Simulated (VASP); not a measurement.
Wanted: the native input for a VASP 6.6.1 run.

| Item | Value |
| --- | --- |
| Task | single point |
| Functional | PBE |
| Potentials or basis | VASP PAW PBE potentials, release 64 (Ta_pv, Ge_d, I) |
| Cutoff | 520 eV |
| k mesh | 6 × 6 × 2 |
| Occupations | gaussian, width 0.1 eV |
| Spin | no spin polarisation |
| Dipole correction | no |
| Further INCAR settings | ALGO = Normal; EDIFF = 1e-07; NBANDS = 41 |

The structure of TaGeI lies in POSCAR:

```
TaGeI
1.0
    3.6409045606      0.0000000000      0.0000000000
    0.0000000000      3.6409045606      0.0000000000
    0.0000000000      0.0000000000     10.8345460624
Ta Ge I
2 2 2
Direct
    0.5000000000      0.0000000000      0.1826664254
    0.0000000000      0.5000000000      0.8173335746
    0.5000000000      0.5000000000      0.0000000000
    0.0000000000      0.0000000000      0.0000000000
    0.5000000000      0.0000000000      0.6755565618
    0.0000000000      0.5000000000      0.3244434382
```

These files were run (other wordings do the same):

INCAR

```
PREC = Accurate
ENCUT = 520
EDIFF = 1E-7
ISMEAR = 0
SIGMA = 0.1
LREAL = False
LASPH = True
NELM = 100
ALGO = Normal
ISIF = 2
LWAVE = False
LCHARG = False
GGA = PE
NBANDS = 41
```

KPOINTS

```
Automatic mesh
0
Gamma
  6 6 2
```

Potentials or basis: VASP PAW PBE potentials, release 64 (Ta_pv, Ge_d, I).

Launch:

```console
$ cat potpaw_PBE.64/Ta_pv/POTCAR potpaw_PBE.64/Ge_d/POTCAR potpaw_PBE.64/I/POTCAR > POTCAR
$ mpirun -np 1 vasp_std > vasp.out
```

Results of the run:

```yaml
Pressure: 0.0 GPa
Largest_force: 0.005 eV/Å
Band_gap_on_the_k_mesh: zero (band 32 reaches 7.09 eV, above the bottom of band 33 at 6.88 eV)
```

Caveat: spin-orbit coupling is left out, which moves the levels of the heavy elements; this functional lacks dispersion, which binds the layers, so the pressure and a relaxed spacing across them are unreliable.

Wall time 2.2 min on 1 thread of Intel(R) Xeon(R) Platinum 8259CL CPU @ 2.50GHz (Skylake/Cascade Lake), on a shared host, peak memory 0.31 GiB.
